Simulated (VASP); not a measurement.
# NiGe3 (Pm-3m) in VASP: a series of runs, part 2 of 2

VASP 6.6.1. The steps go on from the part before.

## (4) Single point, PBE, collinear spin, ferromagnetic start

This run uses another cell than the first one, of 15.38 Å³/atom, 0.942 times its volume.

File INCAR:

```
ALGO = Normal
EDIFF = 1E-7
ENCUT = 520
GGA = PE
ISIF = 2
ISMEAR = 0
ISPIN = 2
LASPH = T
LCHARG = F
LMAXMIX = 4
LORBIT = 11
LREAL = F
LWAVE = F
MAGMOM = 2 0 0 0
NBANDS = 38
NELM = 150
PREC = Accurate
SIGMA = 0.1
```

File KPOINTS:

```
k-points
0
Gamma
  4 4 4
```

File POSCAR:

```
NiGe3
1.0
    3.9477733574      0.0000000000      0.0000000000
    0.0000000000      3.9477733574      0.0000000000
    0.0000000000      0.0000000000      3.9477733574
Ni Ge
1 3
Direct
    0.0000000000      0.0000000000      0.0000000000
    0.0000000000      0.5000000000      0.5000000000
    0.5000000000      0.0000000000      0.5000000000
    0.5000000000      0.5000000000      0.0000000000
```

Potentials or basis: VASP PAW PBE potentials, release 64 (Ni, Ge_d).

Run with:

```sh
$ cat potpaw_PBE.64/Ni/POTCAR potpaw_PBE.64/Ge_d/POTCAR > POTCAR
$ mpirun -np 1 vasp_std > vasp.out
```

OUTCAR:

```text
EDIFF = 1E-7
   ENCUT = 520
   GGA = PE
   ISIF = 2
   ISMEAR = 0
   ISPIN = 2
   LASPH = T
   LORBIT = 11
   LREAL = F
   NELM = 150
   PREC = Accurate

 ion  position               nearest neighbor table
   1  0.000  0.000  0.000-   2 2.79   3 2.79   4 2.79   2 2.79   3 2.79   2 2.79   4 2.79   2 2.79
                             3 2.79   4 2.79   3 2.79   4 2.79
   2  0.000  0.500  0.500-   1 2.79   3 2.79   4 2.79   1 2.79   4 2.79   1 2.79   3 2.79   1 2.79
                             3 2.79   4 2.79   4 2.79   3 2.79
   3  0.500  0.000  0.500-   1 2.79   2 2.79   4 2.79   1 2.79   4 2.79   2 2.79   4 2.79   4 2.79
                             1 2.79   2 2.79   1 2.79   2 2.79
   4  0.500  0.500  0.000-   1 2.79   2 2.79   3 2.79   2 2.79   3 2.79   1 2.79   3 2.79   3 2.79
                             1 2.79   2 2.79   2 2.79   1 2.79

  LATTYP: Found a simple cubic cell.
 ALAT       =     3.9477733574

  Lattice vectors:

 A1 = (   3.9477733574,   0.0000000000,   0.0000000000)
 A2 = (   0.0000000000,   3.9477733574,   0.0000000000)
[... 1015 lines left out ...]

  FORCE on cell =-STRESS in cart. coord.  units (eV):
  Direction    XX          YY          ZZ          XY          YZ          ZX
  --------------------------------------------------------------------------------------
  -------------------------------------------------------------------------------------
  Total        2.3733266      2.3733266      2.3733266      0.0000000      0.0000000     -0.0000000
  in kB       61.8032701     61.8032701     61.8032701      0.0000000      0.0000000     -0.0000000
  external PRESSURE =      61.8032701 kB  Pullay stress =       0.0000000 kB

 VOLUME and BASIS-vectors are now :
 -----------------------------------------------------------------------------
  energy-cutoff  :      520.00
  volume of cell :       61.53
      direct lattice vectors                 reciprocal lattice vectors
     3.947773357  0.000000000  0.000000000     0.253307348  0.000000000  0.000000000
     0.000000000  3.947773357  0.000000000     0.000000000  0.253307348  0.000000000
     0.000000000  0.000000000  3.947773357     0.000000000  0.000000000  0.253307348

 POSITION                                       TOTAL-FORCE (eV/Angst)
 -----------------------------------------------------------------------------------
      0.00000      0.00000      0.00000         0.000000      0.000000      0.000000
      0.00000      1.97389      1.97389         0.000000      0.000000      0.000000
      1.97389      0.00000      1.97389         0.000000      0.000000      0.000000
      1.97389      1.97389      0.00000         0.000000      0.000000      0.000000
 -----------------------------------------------------------------------------------
    total drift:                                0.000000      0.000000     -0.000000

  FREE ENERGIE OF THE ION-ELECTRON SYSTEM (eV)
  ---------------------------------------------------
  free  energy   TOTEN  =       -17.8224221076 eV

  energy  without entropy=      -17.7973434544  energy(sigma->0) =      -17.80988278

 total charge

# of ion       s       p       d       tot
------------------------------------------
    1        0.383   0.290   8.462   9.135
    2        1.235   1.000  10.060  12.296
    3        1.235   1.000  10.060  12.296
    4        1.235   1.000  10.060  12.296
--------------------------------------------------
tot          4.090   3.292  38.643  46.024

 magnetization (x)

# of ion       s       p       d       tot
------------------------------------------
    1        0.000   0.000   0.000   0.000
    2        0.000   0.000   0.000   0.000
    3        0.000   0.000   0.000   0.000
    4        0.000   0.000   0.000   0.000
--------------------------------------------------
tot          0.000   0.000   0.000   0.000
```

OSZICAR:

```text
N       E                     dE             d eps       ncg     rms          rms(c)
DAV:   1     0.444816348694E+03    0.44482E+03   -0.23138E+04  1962   0.382E+03
DAV:   2     0.610106419329E+02   -0.38381E+03   -0.36448E+03  1520   0.767E+02
[... 15 lines left out ...]
DAV:  18    -0.178224341052E+02    0.11908E-04   -0.17641E-05  1774   0.365E-02    0.143E-02
DAV:  19    -0.178224239958E+02    0.10109E-04   -0.35259E-05  1838   0.464E-02    0.769E-03
DAV:  20    -0.178224214136E+02    0.25822E-05   -0.35818E-05  1814   0.445E-02    0.319E-03
DAV:  21    -0.178224221829E+02   -0.76929E-06   -0.47009E-06  1686   0.127E-02    0.186E-03
DAV:  22    -0.178224220848E+02    0.98076E-07   -0.19896E-06  1568   0.119E-02    0.794E-04
DAV:  23    -0.178224221076E+02   -0.22799E-07   -0.14893E-07  1128   0.318E-03
   1 F= -.17822422E+02 E0= -.17809883E+02  d E =-.250787E-01  mag=    -0.0000
```

stdout:

```text
POSCAR found type information on POSCAR NiGe
 POSCAR found :  2 types and       4 ions
 scaLAPACK will be used
 LDA part: xc-table for (Slater+PW92), standard interpolation
 POSCAR, INCAR and KPOINTS ok, starting setup
 FFT: planning ... GRIDC
 FFT: planning ... GRID_SOFT
 FFT: planning ... GRID
 WAVECAR not read
 entering main loop
```

It took 58 s on 1 thread of Intel Xeon Platinum 8488C (Sapphire Rapids), shared host; peak memory 0.2 GiB.

What came out:

```
Free energy                                           : -17.8224 eV
Pressure                                              : 6.2 GPa
Band gap on the k mesh                                : zero (filled and empty bands overlap)
Net moment                                            : 0.00 μB per cell
Valence electrons inside the program's atomic spheres : Ni 9.13; Ge 12.30
```

Caveat: the k points lie up to 0.40 Å⁻¹ apart; the starting moments collapsed, and a magnetic state may lie lower.

## (5) Single point, PBE, collinear spin, ferromagnetic start

This run uses another cell than the first one, of 16.43 Å³/atom, 1.006 times its volume.

File INCAR:

```
SYSTEM = NiGe3
PREC     = Accurate       ! precision mode
ENCUT    = 520            ! plane-wave cutoff, eV
EDIFF    = 1E-6           ! SCF threshold, eV
ISMEAR   = 0              ! smearing method
SIGMA    = 0.1            ! smearing width, eV
LREAL    = .False.        ! projectors in reciprocal space
LASPH    = .True.         ! aspherical terms in the spheres
NELM     = 150            ! most SCF steps
ALGO     = Normal         ! electronic algorithm
ISIF     = 2              ! what is computed and relaxed
LWAVE    = .False.        ! write WAVECAR
LCHARG   = .False.        ! write CHGCAR
ISPIN    = 2              ! spin polarisation
MAGMOM   = 0.2 0 0 0      ! initial moments
LORBIT   = 11             ! projections on sites
LMAXMIX  = 4              ! l up to which the mixer works
GGA      = PE             ! functional
NBANDS   = 38             ! bands
```

File KPOINTS:

```
regular mesh
0
Gamma
  12 12 12
  0 0 0
```

File POSCAR:

```
NiGe3
1.0
    4.0352632227      0.0000000000      0.0000000000
    0.0000000000      4.0352632227      0.0000000000
    0.0000000000      0.0000000000      4.0352632227
Ni Ge
1 3
Direct
    0.0000000000      0.0000000000      0.0000000000
    0.0000000000      0.5000000000      0.5000000000
    0.5000000000      0.0000000000      0.5000000000
    0.5000000000      0.5000000000      0.0000000000
```

Potentials or basis: VASP PAW PBE potentials, release 64 (Ni, Ge_d).

Run with:

```sh
$ cat potpaw_PBE.64/Ni/POTCAR potpaw_PBE.64/Ge_d/POTCAR > POTCAR
$ mpirun -np 1 vasp_std > vasp.out
```

OUTCAR:

```text
SYSTEM = NiGe3
   PREC = Accurate
   ENCUT = 520
   EDIFF = 1E-6
   ISMEAR = 0
   LREAL = .False.
   LASPH = .True.
   NELM = 150
   ISIF = 2
   ISPIN = 2
   LORBIT = 11
   GGA = PE

 ion  position               nearest neighbor table
   1  0.000  0.000  0.000-   2 2.85   3 2.85   4 2.85   2 2.85   3 2.85   2 2.85   4 2.85   2 2.85
                             3 2.85   4 2.85   3 2.85   4 2.85
   2  0.000  0.500  0.500-   1 2.85   3 2.85   4 2.85   1 2.85   4 2.85   1 2.85   3 2.85   1 2.85
                             3 2.85   4 2.85   4 2.85   3 2.85
   3  0.500  0.000  0.500-   1 2.85   2 2.85   4 2.85   1 2.85   4 2.85   2 2.85   4 2.85   4 2.85
                             1 2.85   2 2.85   1 2.85   2 2.85
   4  0.500  0.500  0.000-   1 2.85   2 2.85   3 2.85   2 2.85   3 2.85   1 2.85   3 2.85   3 2.85
                             1 2.85   2 2.85   2 2.85   1 2.85

[... 2204 lines left out ...]

 POSITION                                       TOTAL-FORCE (eV/Angst)
 -----------------------------------------------------------------------------------
      0.00000      0.00000      0.00000         0.000000      0.000000      0.000000
      0.00000      2.01763      2.01763         0.000000      0.000000      0.000000
      2.01763      0.00000      2.01763         0.000000      0.000000      0.000000
      2.01763      2.01763      0.00000         0.000000      0.000000      0.000000
 -----------------------------------------------------------------------------------
    total drift:                                0.000000      0.000000     -0.000000

  FREE ENERGIE OF THE ION-ELECTRON SYSTEM (eV)
  ---------------------------------------------------
  free  energy   TOTEN  =       -17.9499932235 eV

  energy  without entropy=      -17.9369637618  energy(sigma->0) =      -17.94347849

 total charge

# of ion       s       p       d       tot
------------------------------------------
    1        0.366   0.258   8.441   9.064
    2        1.249   0.947  10.041  12.237
    3        1.249   0.947  10.041  12.237
    4        1.249   0.947  10.041  12.237
--------------------------------------------------
tot          4.112   3.099  38.564  45.776

 magnetization (x)

# of ion       s       p       d       tot
------------------------------------------
    1        0.000   0.000   0.000   0.000
    2        0.000   0.000  -0.000   0.000
    3        0.000   0.000  -0.000   0.000
    4        0.000   0.000  -0.000   0.000
--------------------------------------------------
tot          0.000   0.000   0.000   0.000
```

OSZICAR:

```text
N       E                     dE             d eps       ncg     rms          rms(c)
DAV:   1     0.440608605318E+03    0.44061E+03   -0.23190E+04 16234   0.374E+03
DAV:   2     0.608624731467E+02   -0.37975E+03   -0.36147E+03 12768   0.750E+02
DAV:   3    -0.149401789999E+02   -0.75803E+02   -0.74071E+02 13796   0.188E+02
DAV:   4    -0.187974045898E+02   -0.38572E+01   -0.38395E+01 14680   0.488E+01
DAV:   5    -0.188783915063E+02   -0.80987E-01   -0.80971E-01 14940   0.754E+00    0.113E+01
DAV:   6    -0.254190743914E+02   -0.65407E+01   -0.31228E+01 15070   0.552E+01    0.247E+01
DAV:   7    -0.185135672230E+02    0.69055E+01   -0.86641E+00 14670   0.392E+01    0.684E+00
DAV:   8    -0.179411408863E+02    0.57243E+00   -0.18304E+00 15700   0.129E+01    0.112E+00
DAV:   9    -0.179506454567E+02   -0.95046E-02   -0.27706E-01 14530   0.277E+00    0.290E-01
DAV:  10    -0.179501274444E+02    0.51801E-03   -0.10069E-02 15638   0.102E+00    0.129E-01
DAV:  11    -0.179499611433E+02    0.16630E-03   -0.62079E-04 18120   0.307E-01    0.749E-02
DAV:  12    -0.179499900599E+02   -0.28917E-04   -0.15673E-04 16618   0.149E-01    0.415E-02
DAV:  13    -0.179499925814E+02   -0.25215E-05   -0.43860E-05 15252   0.708E-02    0.117E-02
DAV:  14    -0.179499932235E+02   -0.64204E-06   -0.27612E-06 11736   0.121E-02
   1 F= -.17949993E+02 E0= -.17943478E+02  d E =-.130295E-01  mag=     0.0004
```

Wall time 4.7 min (1 thread of Intel Xeon Platinum 8488C (Sapphire Rapids), shared host); peak memory 0.4 GiB.

What came out:

| Property | Result |
| --- | --- |
| Free energy | -17.9500 eV |
| Pressure | 0.0 GPa |
| Band gap on the k mesh | zero (filled and empty bands overlap) |
| Net moment | 0.00 μB per cell |
| Valence electrons inside the program's atomic spheres | Ni 9.06; Ge 12.24 |

Levels at points of the mesh, in eV from the Fermi level:
Spin up:
```
           k point  band 24  band 25  band 26  band 27  band 28  band 29
(0.00, 0.00, 0.00)    -1.36    -0.76    -0.76     0.31     3.42     3.42
(0.50, 0.00, 0.00)    -0.46    -0.46    -0.05    -0.05     0.34     0.72
(0.50, 0.50, 0.00)    -1.17     0.06     0.09     1.15     1.15     1.99
(0.50, 0.50, 0.50)    -1.13    -1.02    -0.77    -0.77    -0.77     8.09
```
Spin down:
| k point | band 22 | band 23 | band 24 | band 25 | band 26 | band 27 | band 28 | band 29 | band 30 | band 31 |
| --- | --- | --- | --- | --- | --- | --- | --- | --- | --- | --- |
| (0.00, 0.00, 0.00) | -1.36 | -1.36 | -1.36 | -0.76 | -0.76 | 0.31 | 3.42 | 3.42 | 3.42 | 5.64 |
| (0.50, 0.00, 0.00) | -1.33 | -1.29 | -0.46 | -0.46 | -0.05 | -0.05 | 0.34 | 0.72 | 2.08 | 6.08 |
| (0.50, 0.50, 0.00) | -1.25 | -1.18 | -1.17 | 0.06 | 0.09 | 1.15 | 1.15 | 1.99 | 1.99 | 4.49 |
| (0.50, 0.50, 0.50) | -4.77 | -1.13 | -1.13 | -1.02 | -0.77 | -0.77 | -0.77 | 8.09 | 8.09 | 8.45 |

## (6) The runs side by side

```tsv
task	cell	k mesh	cutoff (eV)	gap on the mesh (eV)	pressure (GPa)	moment (μB)
single point	a = 4.027 Å, 4 atoms	4 × 4 × 4	520	none	-0.1	0.28
relaxation of cell and atoms	relaxed from a = 3.948 Å, 4 atoms	4 × 4 × 4	600	none	-0.1	0.00
single point	a = 4.035 Å, 4 atoms	12 × 12 × 12	520	none	0.0	0.00
```

Alike in all rows: level PBE; potentials or basis VASP PAW PBE potentials, release 64 (Ni, Ge_d); spin collinear, ferromagnetic start; smearing gaussian 0.1 eV.

Caveats: some runs use coarse meshes.

Absolute energies hang on the potentials; compare differences alone.
